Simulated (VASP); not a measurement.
The system is W.

```
W
1.0
    -1.58234    1.58234    1.58234
     1.58234   -1.58234    1.58234
     1.58234    1.58234   -1.58234
W
1
Direct
  0.00000 0.00000 0.00000
```

- Program: VASP 6.6.1
- Task: relaxation of cell and atoms
- Functional: PBE
- Potentials or basis: VASP PAW PBE potentials, release 64 (W_sv)
- Cutoff: 600 eV
- k mesh: 12 × 12 × 12
- Occupations: fermi-dirac, width 0.05 eV
- Spin: no spin polarisation

At the start: pressure 6.5 GPa; volume 15.85 Å³/atom.

Where does the relaxation end?

Over 3 steps the energy falls by 6.5 meV/atom and the volume is 16.19 Å³/atom (+2.1 %); space group Im-3m (No. 229, to 0.05 Å).

Step by step:
| step | energy change (eV) | largest force (eV/Å) | pressure (GPa) | volume (Å³) |
| --- | --- | --- | --- | --- |
| 1 | 0.0000 | 0.0000 | 6.48 | 15.85 |
| 2 | 0.0669 | 0.0000 | -18.66 | 17.36 |
| 3 | -0.0065 | 0.0000 | -0.18 | 16.19 |

Final structure:
```
W
1.0
    -1.59355    1.59355    1.59355
     1.59355   -1.59355    1.59355
     1.59355    1.59355   -1.59355
W
1
Direct
  0.00000 0.00000 0.00000
```
